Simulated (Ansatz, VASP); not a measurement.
# Ti2Al in VASP and in Ansatz

Contents of INCAR:

```
SYSTEM = Ti2Al
PREC = Accurate
ENCUT = 600
EDIFF = 1E-6
ISMEAR = 0
SIGMA = 0.1
LREAL = .FALSE.
LASPH = .TRUE.
NELM = 80
ALGO = Fast
ISIF = 3
LWAVE = .FALSE.
LCHARG = .FALSE.
GGA = PE
IBRION = 2
NSW = 100
EDIFFG = -0.01
```

KPOINTS

```
regular mesh
0
G
  14 14 14
  0 0 0
```

POSCAR

```
Ti2Al
1.0
    0.0000000000      3.0912951057      3.0912951057
    3.0912951057      0.0000000000      3.0912951057
    3.0912951057      3.0912951057      0.0000000000
Ti Al
2 1
Direct
    0.2500000000      0.2500000000      0.2500000000
    0.7500000000      0.7500000000      0.7500000000
    0.0000000000      0.0000000000      0.0000000000
```

Input for Ansatz:

```yaml
crystal:
  lattice:
    - [0.0, 3.0912951057, 3.0912951057]
    - [3.0912951057, 0.0, 3.0912951057]
    - [3.0912951057, 3.0912951057, 0.0]
  atoms:
    - { symbol: Ti, position: [0.25, 0.25, 0.25] }
    - { symbol: Ti, position: [0.75, 0.75, 0.75] }
    - { symbol: Al, position: [0.0, 0.0, 0.0] }
basis:
  ecutwfc: 420
kpoints:
  mp_grid: { grid: [14, 14, 14] }
hamiltonian:
  xc: pbe
scf:
  occupations: { method: gaussian, width: 0.1 }
output:
  forces: true
  stress: true
  eigenvalues: true
relax:
  adjacent_minimum: "off"
  f_tol: 0.01
  max_steps: 80
  cell: { stress_tol: 0.05 }
```

Change from the starting cell: species swapped into the Mg2Ge type (Fm-3m, No. 225).

Alike in both runs: task relaxation of cell and atoms; functional PBE; k mesh 14 × 14 × 14; occupations gaussian, width 0.1 eV; no spin polarisation.

|  | VASP | Ansatz |
| --- | --- | --- |
| version | VASP 6.6.1 | Ansatz 0.2.0 |
| potentials or method | VASP PAW PBE potentials, release 64 (Ti_sv, Al), cutoff 600 eV | scalar-relativistic, plane waves, PAW |
| valence electrons in the cell | 27 | 27 |

```csv
,VASP,Ansatz,Ansatz less VASP
"gap on the k mesh at the Fermi level, each at its own relaxed structure (eV)",none,none,-
relaxed volume (Å³/atom),19.66,19.66,+0.003
relaxed length of the cell vector where the two differ most in proportion (Å),4.369,4.369,+0.0002
```

A gap of «none» marks a metal or a gap that the smearing closes.
